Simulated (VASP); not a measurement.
# AlP (kk07) (F-43m) in VASP: vibrations by perturbation theory with LDA

Aim: the vibrations by perturbation theory of AlP (kk07) with LDA.

Program: VASP 6.6.1. These are calculated values, not measurements. Logs are shortened: lines on timing, memory, paths and dates and some standing lists are left out, and cuts for length are marked.

### 1 The cell of the first run

It takes space group F-43m (No. 216, cubic). The conventional cell has a = 5.434 Å, b = 5.434 Å, c = 5.434 Å, α = 90.00°, β = 90.00°, γ = 90.00°. Al (site symmetry -43m) has 4 P at 2.35 Å within 3.1 Å. P (site symmetry -43m) has 4 Al at 2.35 Å within 3.1 Å.

### 2 Vibrations by perturbation theory, LDA

Contents of INCAR:

```
PREC = Accurate
ENCUT = 500
EDIFF = 1E-8
ISMEAR = 0
SIGMA = 0.01
LREAL = F
LASPH = T
NELM = 120
ALGO = Normal
ISIF = 2
LWAVE = F
LCHARG = T
GGA = CA
NBANDS = 11
IBRION = 8
NSW = 1
LEPSILON = T
GGA_COMPAT = F
```

Contents of KPOINTS:

```
regular mesh
0
Gamma
  12 12 12
```

Contents of POSCAR:

```
AlP
1.0
    0.0000000000      2.7167806882      2.7167806882
    2.7167806882      0.0000000000      2.7167806882
    2.7167806882      2.7167806882      0.0000000000
Al P
1 1
Direct
    0.0000000000      0.0000000000      0.0000000000
    0.2500000000      0.2500000000      0.2500000000
```

Potentials or basis: VASP PAW LDA potentials, release 64 (Al, P).

Started as:

```
> cat potpaw_LDA.64/Al/POTCAR potpaw_LDA.64/P/POTCAR > POTCAR
> mpirun -np 1 vasp_std > vasp.out
```

OUTCAR:

```text
PREC = Accurate
   ENCUT = 500
   EDIFF = 1E-8
   ISMEAR = 0
   LREAL = F
   LASPH = T
   NELM = 120
   ISIF = 2
   GGA = CA
   IBRION = 8
   NSW = 1
   LEPSILON = T

 ion  position               nearest neighbor table
   1  0.000  0.000  0.000-   2 2.35   2 2.35   2 2.35   2 2.35
   2  0.250  0.250  0.250-   1 2.35   1 2.35   1 2.35   1 2.35

  LATTYP: Found a face centered cubic cell.
 ALAT       =     5.4335613764

  Lattice vectors:

 A1 = (   0.0000000000,   2.7167806882,   2.7167806882)
 A2 = (   2.7167806882,   0.0000000000,   2.7167806882)
 A3 = (   2.7167806882,   2.7167806882,   0.0000000000)

Analysis of symmetry for initial positions (statically):
=====================================================================
 Subroutine PRICEL returns:
 Original cell was already a primitive cell.

 Routine SETGRP: Setting up the symmetry group for a
 face centered cubic supercell.

 Subroutine GETGRP returns: Found 24 space group operations
 (whereof 24 operations were pure point group operations)
 out of a pool of 48 trial point group operations.

The static configuration has the point symmetry T_d .

Analysis of symmetry for dynamics (positions and initial velocities):
=====================================================================
 Subroutine PRICEL returns:
 Original cell was already a primitive cell.

 Routine SETGRP: Setting up the symmetry group for a
 face centered cubic supercell.

 Subroutine GETGRP returns: Found 24 space group operations
 (whereof 24 operations were pure point group operations)
 out of a pool of 48 trial point group operations.

The dynamic configuration has the point symmetry T_d .

 Subroutine INISYM returns: Found 24 space group operations
 (whereof 24 operations are pure point group operations),
 and found     1 'primitive' translations

----------------------------------------------------------------------------------------
[... 566 lines left out ...]
     0.00000  0.00104 -8.52311
     0.00000 -8.52311  0.00104

 MACROSCOPIC STATIC DIELECTRIC TENSOR (including local field effects in DFT)
 ------------------------------------------------------
           8.355036    -0.000000     0.000000
           0.000000     8.355036    -0.000000
           0.000000    -0.000000     8.355036
 ------------------------------------------------------

 PIEZOELECTRIC TENSOR (including local field effects)  for field in x, y, z        (e  Angst)
          XX          YY          ZZ          XY          YZ          ZX
  --------------------------------------------------------------------------------
  x    -0.00000     0.00000     0.00000     0.00000    -1.69356     0.00000
  y    -0.00000     0.00000    -0.00000     0.00000     0.00000    -1.69356
  z    -0.00000    -0.00000     0.00000    -1.69356     0.00000     0.00000

 PIEZOELECTRIC TENSOR (including local field effects)  for field in x, y, z        (C/m^2)
          XX          YY          ZZ          XY          YZ          ZX
  --------------------------------------------------------------------------------
  x    -0.00000     0.00000     0.00000     0.00000    -0.67658     0.00000
  y    -0.00000     0.00000    -0.00000     0.00000     0.00000    -0.67658
  z    -0.00000    -0.00000     0.00000    -0.67658     0.00000     0.00000

 BORN EFFECTIVE CHARGES (including local field effects) (in |e|, cummulative output)
 ---------------------------------------------------------------------------------
 ion    1
    1     2.21233     0.00000    -0.00000
    2     0.00000     2.21233     0.00000
    3     0.00000     0.00000     2.21233
 ion    2
    1    -2.21233     0.00000     0.00000
    2     0.00000    -2.21233    -0.00000
    3     0.00000     0.00000    -2.21233

 INTERNAL STRAIN TENSOR FOR ION    2 for displacements in x,y,z  (eV/Angst):
          X           Y           Z          XY          YZ          ZX
  --------------------------------------------------------------------------------
  x     0.00000     0.00000     0.00000     0.00000    -8.52311     0.00000
  y     0.00000     0.00000     0.00000     0.00000     0.00000    -8.52311
  z     0.00000     0.00000     0.00000    -8.52311     0.00000     0.00000

 SECOND DERIVATIVES (NOT SYMMETRIZED)
 ------------------------------------
               1X          1Y          1Z          2X          2Y          2Z
  1X   -10.301560    0.000000    0.000000   10.301560    0.000000    0.000000
  1Y     0.000000  -10.301560    0.000000    0.000000   10.301560    0.000000
  1Z     0.000000    0.000000  -10.301560    0.000000    0.000000   10.301560
  2X    10.304050    0.000000    0.000000  -10.304050    0.000000    0.000000
  2Y     0.000000   10.304050    0.000000    0.000000  -10.304050    0.000000
  2Z     0.000000    0.000000   10.304050    0.000000    0.000000  -10.304050

 Eigenvectors and eigenvalues of the dynamical matrix
 ----------------------------------------------------

   1 f  =   13.214309 THz    83.027951 2PiTHz  440.781895 cm-1    54.649965 meV
             X         Y         Z           dx          dy          dz
      0.000000  0.000000  0.000000     0.731019    0.000000    0.000000
      1.358390  1.358390  1.358390    -0.682357    0.000000    0.000000
[... 21 lines left out ...]
   6 f/i=    0.000796 THz     0.005004 2PiTHz    0.026564 cm-1     0.003294 meV
             X         Y         Z           dx          dy          dz
      0.000000  0.000000  0.000000     0.247766    0.414026   -0.482499
      1.358390  1.358390  1.358390     0.265435    0.443552   -0.516909

--------------------------------------------------------------------------------------------------------

 MACROSCOPIC STATIC DIELECTRIC TENSOR IONIC CONTRIBUTION
 ------------------------------------------------------
           2.143465    -0.000000    -0.000000
          -0.000000     2.143465     0.000000
          -0.000000     0.000000     2.143465
 ------------------------------------------------------

 ELASTIC MODULI CONTR FROM IONIC RELAXATION (kBar)
 Direction    XX          YY          ZZ          XY          YZ          ZX
 --------------------------------------------------------------------------------
 XX          -0.0000     -0.0000     -0.0000     -0.0000     -0.0000     -0.0000
 YY          -0.0000     -0.0000     -0.0000     -0.0000     -0.0000      0.0000
 ZZ          -0.0000     -0.0000     -0.0000     -0.0000     -0.0000     -0.0000
 XY          -0.0000     -0.0000     -0.0000   -278.1407      0.0000      0.0000
 YZ          -0.0000     -0.0000     -0.0000      0.0000   -278.1407      0.0000
 ZX          -0.0000      0.0000     -0.0000      0.0000      0.0000   -278.1407
 --------------------------------------------------------------------------------

 PIEZOELECTRIC TENSOR IONIC CONTR  for field in x, y, z        (C/m^2)
          XX          YY          ZZ          XY          YZ          ZX
  --------------------------------------------------------------------------------
  x     0.00000     0.00000     0.00000    -0.00000     0.72655    -0.00000
  y     0.00000    -0.00000     0.00000    -0.00000    -0.00000     0.72655
  z     0.00000     0.00000     0.00000     0.72655    -0.00000     0.00000
```

OSZICAR:

```text
N       E                     dE             d eps       ncg     rms          rms(c)
DAV:   1     0.106067587577E+02    0.10607E+02   -0.31162E+03  1584   0.544E+02
DAV:   2    -0.109876041618E+02   -0.21594E+02   -0.20767E+02  2013   0.910E+01
[... 150 lines left out ...]
RMM:   5    -0.497330540308E-01    0.26754E-05   -0.12212E-07 10487   0.120E-02    0.595E-03
RMM:   6    -0.497339125483E-01   -0.85852E-06    0.24373E-07 10796   0.160E-03    0.528E-03
RMM:   7    -0.497370171619E-01   -0.31046E-05   -0.96690E-08 10658   0.914E-04    0.942E-04
RMM:   8    -0.497361608750E-01    0.85629E-06    0.54150E-08 10887   0.190E-04    0.172E-04
RMM:   9    -0.497358869788E-01    0.27390E-06    0.22528E-08 10904   0.848E-05    0.201E-05
RMM:  10    -0.497358916460E-01   -0.46671E-08   -0.72031E-09 11408   0.360E-05    0.110E-05
 Linear response finished
```

It took 7.8 min on 1 thread of Intel Xeon Platinum 8559C (Emerald Rapids), shared host; peak memory 0.37 GiB.

What came out:

```yaml
Electronic_dielectric_tensor_diagonal: 8.36
Born_charges_mean_of_the_diagonal: Al +2.21; P -2.21 e
Highest_phonon_frequency_at_Γ_LO-TO_splitting_left_out: 441 cm⁻¹
```

Phonon frequencies in cm⁻¹ (negative: imaginary):
| q point | frequencies |
| --- | --- |
| (0.000, 0.000, 0.000) | 0 0 0 441 441 441 |

Electronic dielectric tensor:
```
8.36 0.00 0.00
0.00 8.36 0.00
0.00 0.00 8.36
```

Born effective charge tensors (e):
atom 1, Al
```
2.21 0.00 0.00
0.00 2.21 0.00
0.00 0.00 2.21
```
atom 2, P
```
-2.21  0.00  0.00
 0.00 -2.21  0.00
 0.00  0.00 -2.21
```
